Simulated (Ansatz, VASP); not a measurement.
One calculation of Si3WC2, two programs

```
Si W C
1.0
     6.24535    0.00000    0.00000
    -3.12267    5.40863    0.00000
     0.00000    0.00000    2.54726
Si W C
3 1 2
Direct
  0.50000 0.00000 0.00000
  0.00000 0.50000 0.00000
  0.50000 0.50000 0.00000
  0.00000 0.00000 0.00000
  0.33333 0.66667 0.00000
  0.66667 0.33333 0.00000
```

Alike in both runs: functional PBE; k mesh 6 × 6 × 4; occupations gaussian, width 0.1 eV; no spin polarisation.

Ansatz relaxed the structure, and its values are those at the end. VASP's run is a single point on that final structure, the one shown.

|  | VASP | Ansatz |
| --- | --- | --- |
| version | VASP 6.6.1 | Ansatz 0.2.0 |
| potentials or method | VASP PAW PBE potentials, release 64 (Si, W_sv, C), cutoff 520 eV | scalar-relativistic, plane waves, PAW |
| valence electrons in the cell | 34 | 34 |

```csv
,VASP,Ansatz,Ansatz less VASP
gap on the k mesh at the Fermi level (eV),none,none,-
pressure (GPa),0.0,0.0,-0.02
```

A gap of «none» marks a metal or a gap that the smearing closes. With one functional, cell and mesh, what is left measures potentials, basis and numerics.

The k mesh is coarse, so the values compare programs but aren't converged. Spin-orbit coupling is off throughout.
